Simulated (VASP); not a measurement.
# ZnSe (F-43m) in VASP: a series of runs

ZnSe is run at these levels: LDA; tasks: single point.

Program: VASP 6.6.1. These are calculated values, not measurements. Logs are shortened: lines on timing, memory, paths and dates and some standing lists are left out, and cuts for length are marked.

## 1. The cell of the first run

Symmetry: F-43m, No. 216, cubic system. Conventional cell: a = 5.649 Å, b = 5.649 Å, c = 5.649 Å, α = 90.00°, β = 90.00°, γ = 90.00°. Zn (site symmetry -43m) has 4 Se at 2.45 Å within 3.2 Å. Se (site symmetry -43m) has 4 Zn at 2.45 Å within 3.2 Å.

## 2. Single point, LDA (volume scaled by 0.99)

The input, INCAR:

```
SYSTEM = ZnSe
ALGO = Normal
EDIFF = 1E-6
ENCUT = 520
GGA = CA
ISIF = 2
ISMEAR = -1
LASPH = .TRUE.
LCHARG = .FALSE.
LREAL = .FALSE.
LWAVE = .FALSE.
NBANDS = 16
NELM = 80
PREC = Accurate
SIGMA = 0.03
```

The input, KPOINTS:

```
k-points
0
G
  8 8 8
  0 0 0
```

The input, POSCAR:

```
ZnSe
1.0
    0.0000000000      2.8243223372      2.8243223372
    2.8243223372      0.0000000000      2.8243223372
    2.8243223372      2.8243223372      0.0000000000
Zn Se
1 1
Direct
    0.0000000000      0.0000000000      0.0000000000
    0.7500000000      0.7500000000      0.7500000000
```

Potentials or basis: VASP PAW LDA potentials, release 64 (Zn, Se).

Command:

```sh
cat potpaw_LDA.64/Zn/POTCAR potpaw_LDA.64/Se/POTCAR > POTCAR
mpirun -np 1 vasp_std > vasp.out
```

OUTCAR:

```text
SYSTEM = ZnSe
   EDIFF = 1E-6
   ENCUT = 520
   GGA = CA
   ISIF = 2
   ISMEAR = -1
   LASPH = .TRUE.
   LREAL = .FALSE.
   NELM = 80
   PREC = Accurate

 ion  position               nearest neighbor table
   1  0.000  0.000  0.000-   2 2.45   2 2.45   2 2.45   2 2.45
   2  0.750  0.750  0.750-   1 2.45   1 2.45   1 2.45   1 2.45

  LATTYP: Found a face centered cubic cell.
 ALAT       =     5.6486446744

  Lattice vectors:

 A1 = (   0.0000000000,   2.8243223372,   2.8243223372)
 A2 = (   2.8243223372,   0.0000000000,   2.8243223372)
 A3 = (   2.8243223372,   2.8243223372,   0.0000000000)

Analysis of symmetry for initial positions (statically):
=====================================================================
 Subroutine PRICEL returns:
 Original cell was already a primitive cell.

 Routine SETGRP: Setting up the symmetry group for a
 face centered cubic supercell.

 Subroutine GETGRP returns: Found 24 space group operations
 (whereof 24 operations were pure point group operations)
 out of a pool of 48 trial point group operations.

The static configuration has the point symmetry T_d .

Analysis of symmetry for dynamics (positions and initial velocities):
=====================================================================
 Subroutine PRICEL returns:
 Original cell was already a primitive cell.

 Routine SETGRP: Setting up the symmetry group for a
 face centered cubic supercell.

 Subroutine GETGRP returns: Found 24 space group operations
 (whereof 24 operations were pure point group operations)
 out of a pool of 48 trial point group operations.

The dynamic configuration has the point symmetry T_d .

 Subroutine INISYM returns: Found 24 space group operations
 (whereof 24 operations are pure point group operations),
 and found     1 'primitive' translations

----------------------------------------------------------------------------------------

                                     Primitive cell

  volume of cell :      45.0581

  direct lattice vectors                    reciprocal lattice vectors
     0.000000000  2.824322337  2.824322337    -0.177033617  0.177033617  0.177033617
     2.824322337  0.000000000  2.824322337     0.177033617 -0.177033617  0.177033617
     2.824322337  2.824322337  0.000000000     0.177033617  0.177033617 -0.177033617

  length of vectors
     3.994194954  3.994194954  3.994194954     0.306631220  0.306631220  0.306631220

  position of ions in fractional coordinates (direct lattice)
     0.000000000  0.000000000  0.000000000
     0.750000000  0.750000000  0.750000000

  ion indices of the primitive-cell ions
   primitive index   ion index
                 1           1
                 2           2

----------------------------------------------------------------------------------------

 KPOINTS: k-points

Automatic generation of k-mesh.
 Grid dimensions read from file:
 generate k-points for:    8    8    8

 Generating k-lattice:

  Cartesian coordinates                     Fractional coordinates (reciprocal lattice)
    -0.022129202  0.022129202  0.022129202     0.125000000  0.000000000  0.000000000
     0.022129202 -0.022129202  0.022129202     0.000000000  0.125000000  0.000000000
     0.022129202  0.022129202 -0.022129202     0.000000000  0.000000000  0.125000000

  Length of vectors
     0.038328902  0.038328902  0.038328902

  Shift w.r.t. Gamma in fractional coordinates (k-lattice)
     0.000000000  0.000000000  0.000000000

 Subroutine IBZKPT returns following result:
 ===========================================

 Found     29 irreducible k-points:

 Following reciprocal coordinates:
            Coordinates               Weight
  0.000000  0.000000  0.000000      1.000000
  0.125000  0.000000  0.000000      8.000000
  0.250000  0.000000  0.000000      8.000000
  0.375000  0.000000  0.000000      8.000000
  0.500000  0.000000  0.000000      4.000000
  0.125000  0.125000  0.000000      6.000000
[... 16 lines left out ...]
  0.500000  0.250000  0.125000     48.000000
 -0.375000  0.250000  0.125000     24.000000
 [... further k-points ...]
   k-points           NKPTS =     29   k-points in BZ     NKDIM =     29   number of bands    NBANDS=     16
   number of dos      NEDOS =    301   number of ions     NIONS =      2
   total plane-waves  NPLWV =  27000
   dimension x,y,z NGX =    30 NGY =   30 NGZ =   30
   dimension x,y,z NGXF=    60 NGYF=   60 NGZF=   60
   ions per type =               1   1
   NGX,Y,Z   is equivalent  to a cutoff of  12.49, 12.49, 12.49 a.u.
   NGXF,Y,Z  is equivalent  to a cutoff of  24.97, 24.97, 24.97 a.u.
 SYSTEM =  ZnSe
   PREC   = accura    normal or accurate (medium, high low for compatibility)
   ISTART =      0    job   : 0-new  1-cont  2-samecut
   ICHARG =      2    charge: 1-file 2-atom 10-const
   ISPIN  =      1    spin polarized calculation?
   LNONCOLLINEAR =      F non collinear calculations
   LSORBIT =      F    spin-orbit coupling
   LASPH  =      T    aspherical Exc in radial PAW
   ENCUT  =  520.0 eV  38.22 Ry    6.18 a.u.   7.43  7.43  7.43*2*pi/ulx,y,z
   NELM   =     80;   NELMIN=  2; NELMDL= -5     # of ELM steps
   EDIFF  = 0.1E-05   stopping-criterion for ELM
   LREAL  =      F    real-space projection
   EDIFFG = 0.1E-04   stopping-criterion for IOM
   NSW    =      0    number of steps for IOM
   IBRION =     -1    ionic relax: 0-MD 1-quasi-New 2-CG
   NFREE  =      0    steps in history (QN), initial steepest desc. (CG)
   ISIF   =      2    stress and relaxation
   ISYM   =      2    0-nonsym 1-usesym 2-fastsym
   POTIM  = 0.5000    time-step for ionic-motion
   TEBEG  =    0.0;   TEEND  =   0.0 temperature during run
   PSTRESS=    0.0 pullay stress
   NELECT =      18.0000    total number of electrons
   NUPDOWN=      -1.0000    fix difference up-down
   EMIN   =  10.00;   EMAX   =-10.00  energy-range for DOS
   EFERMI =   0.00;   METHOD = LEGACY
   ISMEAR =    -1;   SIGMA  =   0.03  broadening in eV -4-tet -1-fermi 0-gaus
   EFERMI_NEDOS =   21; number of points for ismear=-14 and -15
   IALGO  =     38    algorithm
   IMIX   =      4    mixing-type and parameters
     AMIX     =   0.40;   BMIX     =  1.00
     AMIX_MAG =   1.60;   BMIX_MAG =  1.00
  volume/ion in A,a.u.               =      22.53       152.03
  Fermi-wavevector in a.u.,A,eV,Ry     =   1.205706  2.278454 19.779155  1.453727
  Thomas-Fermi vector in A             =   2.341395
   LORBIT       =      0    0 simple, 1 ext, 2 COOP (PROOUT), +10 PAW based schemes
   GGA     = CA    functional components
   LHFCALC =     F    Hartree Fock is set to
   AEXX    =    0.0000 exact exchange contribution
   IVDW    =     0    specifies the selected vdW correction
   LEPSILON=     F    determine dielectric tensor
   LRPA    =     F    only Hartree local field effects (RPA)
 non-spin polarized calculation
  energy-cutoff  :      520.00
  volume of cell :       45.06
 maximum number of plane-waves:      1243
 NGX is ok and might be reduce to    30
   NGX = 15   NGY = 15   NGZ = 15

 number of electron      18.0000005 magnetization

 Free energy of the ion-electron system (eV)
  ---------------------------------------------------
  ext. energy  EPLUGINS =         0.00000000
  ---------------------------------------------------
  free energy    TOTEN  =        -7.35836690 eV

  energy without entropy =       -7.35836689  energy(sigma->0) =       -7.35836689

 E-fermi :   2.1680     XC(G=0):  -9.7435

 val. band max:        1.5961898280   @ k =   0.0000   0.0000   0.0000
 cond. band min:       2.7055486691   @ k =   0.0000   0.0000   0.0000
 fundamental gap:      1.1093588411
 Fermi energy:         2.1679573961

 k-point     1 :       0.0000    0.0000    0.0000
  band No.  band energies     occupation
      1     -11.7583      2.00000
      2      -5.1175      2.00000
      3      -5.1175      2.00000
      4      -5.1175      2.00000
      5      -4.7493      2.00000
      6      -4.7493      2.00000
[... 8 lines left out ...]
     15      13.0928      0.00000
     16      13.0928      0.00000

 k-point     2 :       0.1250    0.0000    0.0000
  band No.  band energies     occupation
      1     -11.6550      2.00000
      2      -5.1109      2.00000
      3      -5.1016      2.00000
      4      -5.1016      2.00000
      5      -4.7508      2.00000
      6      -4.7508      2.00000
[... 8 lines left out ...]
     15      12.2422      0.00000
     16      12.2422      0.00000

 k-point     3 :       0.2500    0.0000    0.0000
  band No.  band energies     occupation
      1     -11.3866      2.00000
      2      -5.0666      2.00000
      3      -5.0666      2.00000
      4      -5.0556      2.00000
      5      -4.7494      2.00000
      6      -4.7494      2.00000
[... 8 lines left out ...]
     15      11.9907      0.00000
     16      12.0851      0.00000

 k-point     4 :       0.3750    0.0000    0.0000
  band No.  band energies     occupation
      1     -11.0844      2.00000
      2      -5.0389      2.00000
      3      -5.0389      2.00000
      4      -4.8586      2.00000
      5      -4.7386      2.00000
      6      -4.7386      2.00000
[... 8 lines left out ...]
     15      13.1142      0.00000
     16      13.1142      0.00000
[... 324 lines left out ...]
 k-point    22 :       0.3750    0.2500    0.1250
  band No.  band energies     occupation
      1     -11.1764      2.00000
      2      -5.0751      2.00000
      3      -5.0155      2.00000
      4      -4.9875      2.00000
      5      -4.7641      2.00000
      6      -4.7241      2.00000
[... 8 lines left out ...]
     15      13.8108      0.00000
     16      14.8988      0.00000

 k-point    23 :       0.5000    0.2500    0.1250
  band No.  band energies     occupation
      1     -10.9240      2.00000
      2      -5.0223      2.00000
      3      -4.9914      2.00000
      4      -4.8600      2.00000
      5      -4.7371      2.00000
      6      -4.6812      2.00000
[... 8 lines left out ...]
     15      14.0839      0.00000
     16      15.1772      0.00000

 k-point    24 :      -0.3750    0.2500    0.1250
  band No.  band energies     occupation
      1     -10.8115      2.00000
      2      -5.0147      2.00000
      3      -4.9768      2.00000
      4      -4.7825      2.00000
      5      -4.7422      2.00000
      6      -4.5318      2.00000
[... 8 lines left out ...]
     15      14.2366      0.00000
     16      15.0613      0.00000

 [... further k-points ...]

------------------------ aborting loop because EDIFF is reached ----------------------------------------

  FORCE on cell =-STRESS in cart. coord.  units (eV):
  Direction    XX          YY          ZZ          XY          YZ          ZX
  --------------------------------------------------------------------------------------
  -------------------------------------------------------------------------------------
  Total       -0.7046906     -0.7046906     -0.7046906     -0.0000000      0.0000000      0.0000000
  in kB      -25.0574143    -25.0574143    -25.0574143     -0.0000000      0.0000000      0.0000000
  external PRESSURE =     -25.0574143 kB  Pullay stress =       0.0000000 kB

 VOLUME and BASIS-vectors are now :
 -----------------------------------------------------------------------------
  energy-cutoff  :      520.00
  volume of cell :       45.06
      direct lattice vectors                 reciprocal lattice vectors
     0.000000000  2.824322337  2.824322337    -0.177033617  0.177033617  0.177033617
     2.824322337  0.000000000  2.824322337     0.177033617 -0.177033617  0.177033617
     2.824322337  2.824322337  0.000000000     0.177033617  0.177033617 -0.177033617

 POSITION                                       TOTAL-FORCE (eV/Angst)
 -----------------------------------------------------------------------------------
      0.00000      0.00000      0.00000        -0.000000     -0.000000     -0.000000
      4.23648      4.23648      4.23648         0.000000      0.000000      0.000000
 -----------------------------------------------------------------------------------
    total drift:                                0.000000      0.000000      0.000001

  FREE ENERGIE OF THE ION-ELECTRON SYSTEM (eV)
  ---------------------------------------------------
  free  energy   TOTEN  =        -7.3583668950 eV

  energy  without entropy=       -7.3583668949  energy(sigma->0) =       -7.35836689
```

Run time: 13 s. Hardware: 1 thread of Intel Xeon Platinum 8559C (Emerald Rapids), shared host; peak memory 0.15 GiB.

What came out:

| Property | Result |
| --- | --- |
| Free energy | -7.3584 eV |
| Pressure | -2.5 GPa |
| Band gap on the k mesh | 1.11 eV, direct |

Caveat: the cell differs from its parent crystal (volume scaled by 0.99).

## 3. Single point, LDA

This run uses another cell than the first one, of 22.76 Å³/atom, 1.010 times its volume.

The input, INCAR:

```
SYSTEM = ZnSe
PREC = Accurate ; ENCUT = 520
EDIFF = 1E-7 ; ISMEAR = -1
SIGMA = 0.03 ; LREAL = .FALSE.
LASPH = .TRUE. ; NELM = 60
ALGO = Normal ; ISIF = 2
LWAVE = .FALSE. ; LCHARG = .TRUE.
LELF = .TRUE. ; LVHAR = .TRUE.
NBANDS = 16
```

The input, KPOINTS:

```
Automatic mesh
0
G
  8 8 8
  0 0 0
```

The input, POSCAR:

```
ZnSe
1.0
    0.0000000000      2.8338000000      2.8338000000
    2.8338000000      0.0000000000      2.8338000000
    2.8338000000      2.8338000000      0.0000000000
Zn Se
1 1
Direct
    0.0000000000      0.0000000000      0.0000000000
    0.7500000000      0.7500000000      0.7500000000
```

Potentials or basis: VASP PAW LDA potentials, release 64 (Zn, Se).

Command:

```sh
cat potpaw_LDA.64/Zn/POTCAR potpaw_LDA.64/Se/POTCAR > POTCAR
mpirun -np 1 vasp_std > vasp.out
```

OUTCAR:

```text
SYSTEM = ZnSe
   PREC = Accurate
   ENCUT = 520
   EDIFF = 1E-7
   ISMEAR = -1
   LREAL = .FALSE.
   LASPH = .TRUE.
   NELM = 60
   ISIF = 2

 ion  position               nearest neighbor table
   1  0.000  0.000  0.000-   2 2.45   2 2.45   2 2.45   2 2.45
   2  0.750  0.750  0.750-   1 2.45   1 2.45   1 2.45   1 2.45

  LATTYP: Found a face centered cubic cell.
 ALAT       =     5.6676000000

  Lattice vectors:

 A1 = (   0.0000000000,   2.8338000000,   2.8338000000)
 A2 = (   2.8338000000,   0.0000000000,   2.8338000000)
 A3 = (   2.8338000000,   2.8338000000,   0.0000000000)

Analysis of symmetry for initial positions (statically):
=====================================================================
 Subroutine PRICEL returns:
 Original cell was already a primitive cell.

 Routine SETGRP: Setting up the symmetry group for a
 face centered cubic supercell.

 Subroutine GETGRP returns: Found 24 space group operations
 (whereof 24 operations were pure point group operations)
 out of a pool of 48 trial point group operations.

The static configuration has the point symmetry T_d .

Analysis of symmetry for dynamics (positions and initial velocities):
[... 162 lines left out ...]
 cond. band min:       2.5760616111   @ k =   0.0000   0.0000   0.0000
 fundamental gap:      1.0686008544
 Fermi energy:         2.0677780826

 k-point     1 :       0.0000    0.0000    0.0000
  band No.  band energies     occupation
      1     -11.7822      2.00000
      2      -5.1691      2.00000
      3      -5.1691      2.00000
      4      -5.1691      2.00000
      5      -4.8099      2.00000
      6      -4.8099      2.00000
[... 433 lines left out ...]
      3      -5.0315      2.00000
      4      -4.8416      2.00000
      5      -4.8028      2.00000
      6      -4.5973      2.00000
[... 8 lines left out ...]
     15      14.1103      0.00000
     16      14.9237      0.00000

 [... further k-points ...]

------------------------ aborting loop because EDIFF is reached ----------------------------------------

  FORCE on cell =-STRESS in cart. coord.  units (eV):
  Direction    XX          YY          ZZ          XY          YZ          ZX
  --------------------------------------------------------------------------------------
  -------------------------------------------------------------------------------------
  Total       -0.8787940     -0.8787940     -0.8787940     -0.0000000      0.0000000     -0.0000000
  in kB      -30.9357110    -30.9357110    -30.9357110     -0.0000000      0.0000000     -0.0000000
  external PRESSURE =     -30.9357110 kB  Pullay stress =       0.0000000 kB

 VOLUME and BASIS-vectors are now :
 -----------------------------------------------------------------------------
  energy-cutoff  :      520.00
  volume of cell :       45.51
      direct lattice vectors                 reciprocal lattice vectors
     0.000000000  2.833800000  2.833800000    -0.176441527  0.176441527  0.176441527
     2.833800000  0.000000000  2.833800000     0.176441527 -0.176441527  0.176441527
     2.833800000  2.833800000  0.000000000     0.176441527  0.176441527 -0.176441527

 POSITION                                       TOTAL-FORCE (eV/Angst)
 -----------------------------------------------------------------------------------
      0.00000      0.00000      0.00000         0.000000      0.000000      0.000000
      4.25070      4.25070      4.25070        -0.000000     -0.000000     -0.000000
 -----------------------------------------------------------------------------------
    total drift:                                0.000001      0.000001      0.000001

  FREE ENERGIE OF THE ION-ELECTRON SYSTEM (eV)
  ---------------------------------------------------
  free  energy   TOTEN  =        -7.3504269233 eV

  energy  without entropy=       -7.3504269232  energy(sigma->0) =       -7.35042692
```

It took 20 s on 1 thread of Intel Xeon Platinum 8559C (Emerald Rapids), shared host; peak memory 0.16 GiB.

Results:

- Free energy: -7.3504 eV
- Pressure: -3.1 GPa
- Band gap on the k mesh: 1.07 eV, direct

LDA gaps usually lie below the measured ones, often by a third to a half.
